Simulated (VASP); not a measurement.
# Al2O3 (R-3c) in VASP: G0W0 quasiparticle levels with PBE

Aim: the G0W0 quasiparticle levels of Al2O3 with PBE.

All numbers are computed with VASP 6.6.1; they aren't measurements. Logs are shortened: lines on timing, memory, paths and dates and some standing lists are left out, and cuts for length are marked.

## Step 1: The cell of the first run

It takes space group R-3c (No. 167, trigonal). The conventional cell has a = 4.759 Å, b = 4.759 Å, c = 12.995 Å, α = 90.00°, β = 90.00°, γ = 120.00°. Al (site symmetry 3) has 6 O at 1.86 to 1.97 Å within 2.5 Å. O (site symmetry 2) has 4 Al at 1.86 to 1.97 Å and 12 O at 2.53 to 2.87 Å within 2.9 Å.

## Step 2: G0W0 quasiparticle levels, PBE

POSCAR

```
Al2O3
1.0
    2.3793212207      1.3737017472      4.3317945566
   -2.3793212207      1.3737017472      4.3317945566
    0.0000000000     -2.7474034945      4.3317945566
Al O
4 6
Direct
    0.3519098052      0.3519098052      0.3519098052
    0.1480901948      0.1480901948      0.1480901948
    0.6480901948      0.6480901948      0.6480901948
    0.8519098052      0.8519098052      0.8519098052
    0.5563680095      0.9436319905      0.2500000000
    0.2500000000      0.5563680095      0.9436319905
    0.9436319905      0.2500000000      0.5563680095
    0.4436319905      0.0563680095      0.7500000000
    0.7500000000      0.4436319905      0.0563680095
    0.0563680095      0.7500000000      0.4436319905
```

INCAR.step1

```
PREC = Accurate ; ENCUT = 500
EDIFF = 1E-8 ; ISMEAR = 0
SIGMA = 0.01 ; LREAL = F
LASPH = T ; NELM = 100
ALGO = Normal ; LWAVE = T
LCHARG = F ; GGA = PE
```

INCAR.step2

```
PREC = Accurate ; ENCUT = 500
EDIFF = 1E-8 ; ISMEAR = 0
SIGMA = 0.01 ; LREAL = F
LASPH = T ; NELM = 1
ALGO = Exact ; LWAVE = T
LCHARG = F ; GGA = PE
NBANDS = 489 ; LOPTICS = T
ISTART = 1
```

INCAR.step3

```
PREC = Accurate ; ENCUT = 500
EDIFF = 1E-8 ; ISMEAR = 0
SIGMA = 0.01 ; LREAL = F
LASPH = T ; ALGO = EVGW0
LWAVE = F ; LCHARG = F
GGA = PE ; NELMGW = 1
NBANDS = 489 ; ENCUTGW = 180.0
NOMEGA = 48 ; PRECFOCK = Fast
ISTART = 1 ; NBANDSGW = 32
```

KPOINTS

```
Automatic mesh
0
Gamma
  4 4 4
```

Potentials or basis: VASP PAW PBE potentials, release 64 (Al_GW, O_GW).

On the command line:

```bash
$ cat potpaw_PBE.64/Al_GW/POTCAR potpaw_PBE.64/O_GW/POTCAR > POTCAR
$ cp INCAR.step1 INCAR
$ mpirun -np 1 vasp_std > vasp.out
$ cp INCAR.step2 INCAR
$ mpirun -np 1 vasp_std > vasp.out
$ cp INCAR.step3 INCAR
$ mpirun -np 1 vasp_std > vasp.out
```

OUTCAR:

```text
PREC = Accurate
   ENCUT = 500
   EDIFF = 1E-8
   ISMEAR = 0
   LREAL = F
   LASPH = T
   GGA = PE
   NELMGW = 1
   ENCUTGW = 180.0
   PRECFOCK = Fast
   ISTART = 1

 ion  position               nearest neighbor table
   1  0.352  0.352  0.352-   9 1.86   8 1.86  10 1.86   7 1.97   6 1.97   5 1.97
   2  0.148  0.148  0.148-  10 1.86   8 1.86   9 1.86   6 1.97   7 1.97   5 1.97
   3  0.648  0.648  0.648-   6 1.86   5 1.86   7 1.86  10 1.97   9 1.97   8 1.97
   4  0.852  0.852  0.852-   7 1.86   5 1.86   6 1.86   9 1.97  10 1.97   8 1.97
   5  0.556  0.944  0.250-   3 1.86   4 1.86   1 1.97   2 1.97
   6  0.250  0.556  0.944-   3 1.86   4 1.86   2 1.97   1 1.97
   7  0.944  0.250  0.556-   4 1.86   3 1.86   1 1.97   2 1.97
   8  0.444  0.056  0.750-   1 1.86   2 1.86   3 1.97   4 1.97
   9  0.750  0.444  0.056-   1 1.86   2 1.86   4 1.97   3 1.97
  10  0.056  0.750  0.444-   2 1.86   1 1.86   3 1.97   4 1.97

  LATTYP: Found a trigonal (rhomboedric) cell.
 ALAT       =     5.1295877068
 COS(alpha) =     0.5697001131

  Lattice vectors:

 A1 = (   2.3793212207,   1.3737017472,   4.3317945566)
 A2 = (  -2.3793212207,   1.3737017472,   4.3317945566)
 A3 = (   0.0000000000,  -2.7474034945,   4.3317945566)

Analysis of symmetry for initial positions (statically):
=====================================================================
 Subroutine PRICEL returns:
 Original cell was already a primitive cell.

 Routine SETGRP: Setting up the symmetry group for a
 trigonal (rhombohedral) supercell.

 Subroutine GETGRP returns: Found 12 space group operations
 (whereof  6 operations were pure point group operations)
 out of a pool of 12 trial point group operations.

The static configuration has the point symmetry S_6 .
 The point group associated with its full space group is D_3d.

Analysis of symmetry for dynamics (positions and initial velocities):
=====================================================================
 Subroutine PRICEL returns:
 Original cell was already a primitive cell.

 Routine SETGRP: Setting up the symmetry group for a
 trigonal (rhombohedral) supercell.

 Subroutine GETGRP returns: Found 12 space group operations
 (whereof  6 operations were pure point group operations)
 out of a pool of 12 trial point group operations.

The dynamic configuration has the point symmetry S_6 .
 The point group associated with its full space group is D_3d.

 Subroutine INISYM returns: Found 12 space group operations
 (whereof  6 operations are pure point group operations),
 and found     1 'primitive' translations

----------------------------------------------------------------------------------------

                                     Primitive cell

  volume of cell :      84.9502

  direct lattice vectors                    reciprocal lattice vectors
     2.379321221  1.373701747  4.331794557     0.210143967  0.121326676  0.076950402
    -2.379321221  1.373701747  4.331794557    -0.210143967  0.121326676  0.076950402
     0.000000000 -2.747403494  4.331794557     0.000000000 -0.242653352  0.076950402

  length of vectors
     5.129587707  5.129587707  5.129587707     0.254562396  0.254562396  0.254562396

  position of ions in fractional coordinates (direct lattice)
     0.351909805  0.351909805  0.351909805
     0.148090195  0.148090195  0.148090195
     0.648090195  0.648090195  0.648090195
     0.851909805  0.851909805  0.851909805
     0.556368009  0.943631991  0.250000000
     0.250000000  0.556368009  0.943631991
     0.943631991  0.250000000  0.556368009
     0.443631991  0.056368009  0.750000000
     0.750000000  0.443631991  0.056368009
     0.056368009  0.750000000  0.443631991

  ion indices of the primitive-cell ions
   primitive index   ion index
                 1           1
                 2           2
                 3           3
                 4           4
                 5           5
                 6           6
                 7           7
                 8           8
                 9           9
                10          10

----------------------------------------------------------------------------------------

 KPOINTS: Automatic mesh

Automatic generation of k-mesh.
 Grid dimensions read from file:
 generate k-points for:    4    4    4

 Generating k-lattice:

  Cartesian coordinates                     Fractional coordinates (reciprocal lattice)
     0.052535992  0.030331669  0.019237601     0.250000000  0.000000000  0.000000000
    -0.052535992  0.030331669  0.019237601     0.000000000  0.250000000  0.000000000
     0.000000000 -0.060663338  0.019237601     0.000000000  0.000000000  0.250000000

  Length of vectors
     0.063640599  0.063640599  0.063640599

  Shift w.r.t. Gamma in fractional coordinates (k-lattice)
     0.000000000  0.000000000  0.000000000

 Subroutine IBZKPT returns following result:
 ===========================================

 Found     13 irreducible k-points:

 Following reciprocal coordinates:
            Coordinates               Weight
  0.000000  0.000000  0.000000      1.000000
  0.250000 -0.000000  0.000000      6.000000
  0.500000 -0.000000  0.000000      3.000000
  0.250000  0.250000  0.000000      6.000000
  0.500000  0.250000  0.000000     12.000000
 -0.250000  0.250000  0.000000      6.000000
  0.500000  0.500000  0.000000      3.000000
  0.250000  0.250000  0.250000      2.000000
  0.500000  0.250000  0.250000      6.000000
 -0.250000  0.250000  0.250000      6.000000
  0.500000  0.500000  0.250000      6.000000
 -0.250000  0.500000  0.250000      6.000000
  0.500000  0.500000  0.500000      1.000000
   k-points           NKPTS =     13   k-points in BZ     NKDIM =     64   number of bands    NBANDS=    489
   number of dos      NEDOS =    301   number of ions     NIONS =     10
   total plane-waves  NPLWV =  64000
   dimension x,y,z NGX =    40 NGY =   40 NGZ =   40
   dimension x,y,z NGXF=    80 NGYF=   80 NGZF=   80
   ions per type =               4   6
   NGX,Y,Z   is equivalent  to a cutoff of  12.96, 12.96, 12.96 a.u.
   NGXF,Y,Z  is equivalent  to a cutoff of  25.93, 25.93, 25.93 a.u.
 SYSTEM =  unknown system
   PREC   = accura    normal or accurate (medium, high low for compatibility)
   ISTART =      1    job   : 0-new  1-cont  2-samecut
   ICHARG =      0    charge: 1-file 2-atom 10-const
   ISPIN  =      1    spin polarized calculation?
   LNONCOLLINEAR =      F non collinear calculations
   LSORBIT =      F    spin-orbit coupling
   LASPH  =      T    aspherical Exc in radial PAW
   ENCUT  =  500.0 eV  36.75 Ry    6.06 a.u.   9.35  9.35  9.35*2*pi/ulx,y,z
   NELM   =     60;   NELMIN=  2; NELMDL=  0     # of ELM steps
   EDIFF  = 0.1E-07   stopping-criterion for ELM
   LREAL  =      F    real-space projection
   EDIFFG = 0.1E-06   stopping-criterion for IOM
   NSW    =      0    number of steps for IOM
   IBRION =     -1    ionic relax: 0-MD 1-quasi-New 2-CG
   NFREE  =      0    steps in history (QN), initial steepest desc. (CG)
   ISIF   =      0    stress and relaxation
   ISYM   =      3    0-nonsym 1-usesym 2-fastsym
   POTIM  = 0.5000    time-step for ionic-motion
   TEBEG  =    0.0;   TEEND  =   0.0 temperature during run
   PSTRESS=    0.0 pullay stress
   NELECT =      48.0000    total number of electrons
   NUPDOWN=      -1.0000    fix difference up-down
   EMIN   =  10.00;   EMAX   =-10.00  energy-range for DOS
   EFERMI =   0.00;   METHOD = LEGACY
   ISMEAR =     0;   SIGMA  =   0.01  broadening in eV -4-tet -1-fermi 0-gaus
   EFERMI_NEDOS =   21; number of points for ismear=-14 and -15
   IALGO  =     38    algorithm
   IMIX   =      4    mixing-type and parameters
     AMIX     =   0.40;   BMIX     =  1.00
     AMIX_MAG =   1.60;   BMIX_MAG =  1.00
  volume/ion in A,a.u.               =       8.50        57.33
  Fermi-wavevector in a.u.,A,eV,Ry     =   1.353423  2.557599 24.922541  1.831755
  Thomas-Fermi vector in A             =   2.480680
   LORBIT       =      0    0 simple, 1 ext, 2 COOP (PROOUT), +10 PAW based schemes
   GGA     = PE    functional components
   LHFCALC =     T    Hartree Fock is set to
   PRECFOCK=fast      Normal, Fast or Accurate (Low or Medium for compatibility)
   ENCUT4O =  -1.0   cutoff for four orbital integrals eV
   NKREDX  =     1    reduce k-point grid by
   NKREDY  =     1    reduce k-point grid by
   NKREDZ  =     1    reduce k-point grid by
   AEXX    =    1.0000 exact exchange contribution
   HFSCREEN=    0.0000 screening length (either q_TF or 0.3 A-1)
   HFSCREENC=   0.0000 screening length for correlation (either q_TF or 0.3 A-1)
   ENCUTFOCK=  -1.0 apply spherical cutoff to Coloumb kernel
   IVDW    =     0    specifies the selected vdW correction
   LEPSILON=     F    determine dielectric tensor
   LRPA    =     F    only Hartree local field effects (RPA)
   LRPAFORCE           =     F    calculate RPA forces
   ENCUTGW             = 180.0    cutoff for response function in eV
   ENCUTGWSOFT         = 144.0    soft cutoff for Coulomb kernel in GW response function in eV
   ENCUTLF             =  -1.0    cutoff for local field effects
   NELMGW              =     1    number of iterations in solving QP/BSE equation
   NELMHF              =     1    number of iterations in the inner HF iteration
   NKREDLFX            =     1    NKREDLFY  =   1   NKREDLFZ  =   1
 non-spin polarized calculation
 Gauss-broadening in eV      SIGMA  =   0.01
  energy-cutoff  :      500.00
  volume of cell :       84.95
 maximum number of plane-waves:      2170
 NGX is ok and might be reduce to    40
  NGX = 20; NGY = 20; NGZ = 20
   NGX = 19   NGY = 19   NGZ = 19
 maximum number of plane-waves:       484

 QP shifts <psi_nk| G(iteration)W_0 |psi_nk>: iteration 1
 for sc-GW calculations column KS-energies equals QP-energies in previous step
 and V_xc(KS)=  KS-energies - (<T + V_ion + V_H > + <T+V_H+V_ion>^1  + <V_x>^1)

 k-point   1 :       0.0000    0.0000    0.0000
  band No.  KS-energies  QP-energies   sigma(KS)   V_xc(KS)     V^pw_x(r,r')   Z            occupation Imag(sigma)

      1     -14.1006     -16.8084     -21.3920     -17.7992     -29.8899       0.7537       2.0000       1.2943
      2     -11.7721     -14.3262     -22.8638     -19.5573     -31.2668       0.7724       2.0000       1.1440
      3     -11.4877     -13.9940     -23.0884     -19.8304     -31.4980       0.7693       2.0000       1.1095
      4     -11.4877     -13.9940     -23.0884     -19.8304     -31.4980       0.7693       2.0000       1.1095
      5     -11.1677     -13.6573     -23.2931     -20.0546     -31.6806       0.7687       2.0000       1.0857
      6     -11.1677     -13.6573     -23.2931     -20.0546     -31.6806       0.7687       2.0000       1.0857
[... 24 lines left out ...]
     31      17.5385      18.9050      -9.8258     -11.4440      -5.2720       0.8444       0.0000      -0.0820
     32      17.5385      18.9050      -9.8258     -11.4440      -5.2720       0.8444       0.0000      -0.0820

 k-point   2 :       0.2500   -0.0000    0.0000
  band No.  KS-energies  QP-energies   sigma(KS)   V_xc(KS)     V^pw_x(r,r')   Z            occupation Imag(sigma)

      1     -13.7834     -16.4749     -21.5362     -17.9855     -30.0145       0.7580       2.0000       1.2787
      2     -12.0286     -14.5930     -22.6609     -19.3333     -31.0690       0.7707       2.0000       1.1554
      3     -11.5662     -14.0907     -22.9601     -19.6810     -31.3593       0.7699       2.0000       1.1205
      4     -11.5348     -14.0481     -23.0288     -19.7603     -31.4359       0.7690       2.0000       1.1142
      5     -11.3058     -13.8007     -23.1720     -19.9226     -31.5646       0.7678       2.0000       1.0947
      6     -11.2018     -13.6878     -23.2629     -20.0260     -31.6525       0.7680       2.0000       1.0873
[... 24 lines left out ...]
     31      17.7048      19.3686     -11.5456     -13.5449      -6.9526       0.8321       0.0000      -0.0817
     32      17.8656      19.2484      -9.9372     -11.5811      -5.3628       0.8411       0.0000      -0.0848
[... 358 lines left out ...]
     31      17.2475      18.8407     -11.2540     -13.1625      -6.7822       0.8349       0.0000      -0.0788
     32      17.2475      18.8407     -11.2540     -13.1625      -6.7822       0.8349       0.0000      -0.0788

 k-point  13 :       0.5000    0.5000    0.5000
  band No.  KS-energies  QP-energies   sigma(KS)   V_xc(KS)     V^pw_x(r,r')   Z            occupation Imag(sigma)

      1     -13.1048     -15.7485     -21.8770     -18.4107     -30.3136       0.7627       2.0000       1.2336
      2     -13.1048     -15.7485     -21.8770     -18.4107     -30.3136       0.7627       2.0000       1.2336
      3     -11.3474     -13.8426     -23.1576     -19.9072     -31.5525       0.7677       2.0000       1.0957
      4     -11.3474     -13.8426     -23.1576     -19.9072     -31.5525       0.7677       2.0000       1.0957
      5     -11.3474     -13.8426     -23.1576     -19.9072     -31.5525       0.7677       2.0000       1.0957
      6     -11.3474     -13.8426     -23.1576     -19.9072     -31.5525       0.7677       2.0000       1.0957
[... 24 lines left out ...]
     31      17.8927      19.4492     -11.6957     -13.5687      -7.0745       0.8310       0.0000      -0.0843
     32      17.8927      19.4492     -11.6957     -13.5687      -7.0745       0.8310       0.0000      -0.0843
```

It took 76 min on 1 thread of AMD EPYC 9R45 (Zen 5), shared host; peak memory 1.8 GiB.

Results:

```yaml
Quasiparticle_gap: 8.94 eV
Least_direct_quasiparticle_gap: 8.94 eV
Band_gap_of_the_starting_levels_on_the_mesh: 6.24 eV
Least_direct_gap_of_the_starting_levels_on_the_mesh: 6.24 eV
```

Caveat: the k points lie up to 0.40 Å⁻¹ apart; bands, screening cutoff and mesh are small and nothing is extrapolated, so the quasiparticle values aren't converged.
